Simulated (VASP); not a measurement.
A run of VASP 6.6.1:

INCAR

```
  ALGO = Normal
  EDIFF = 1E-6
  ENCUT = 700
  GGA = PS
  GGA_COMPAT = False
  ISIF = 2
  ISMEAR = -1
  LASPH = True
  LCHARG = False
  LREAL = False
  LWAVE = False
  NBANDS = 33
  NELM = 120
  PREC = Accurate
  SIGMA = 0.05
```

KPOINTS

```
k-points
0
Gamma
  8 8 5
```

The input POSCAR:

```
CuO
1.0
    2.3212035000     -1.6962660000      0.0000000000
    2.3212035000      1.6962660000      0.0000000000
   -0.8519488116      0.0000000000      5.0594363927
Cu O
2 2
Direct
    0.4968000000      0.0032000000      0.5000000000
    0.0032000000      0.4968000000      0.0000000000
    0.4056000000      0.5714000000      0.7537000000
    0.5714000000      0.4056000000      0.2537000000
```

Potentials or basis: VASP PAW PBE potentials, release 64 (Cu_sv_GW, O).

Run with:

```sh
$ cat potpaw_PBE.64/Cu_sv_GW/POTCAR potpaw_PBE.64/O/POTCAR > POTCAR
$ mpirun -np 1 vasp_std > vasp.out
```

Hardware: 1 thread of Intel(R) Xeon(R) 6975P-C (Granite Rapids), on a shared host.

Estimate the wall time of this run.

Wall time 2.4 min on 1 thread of Intel(R) Xeon(R) 6975P-C (Granite Rapids) (shared host), peak memory 0.32 GiB. Counts: scf iterations 14, k points 93.
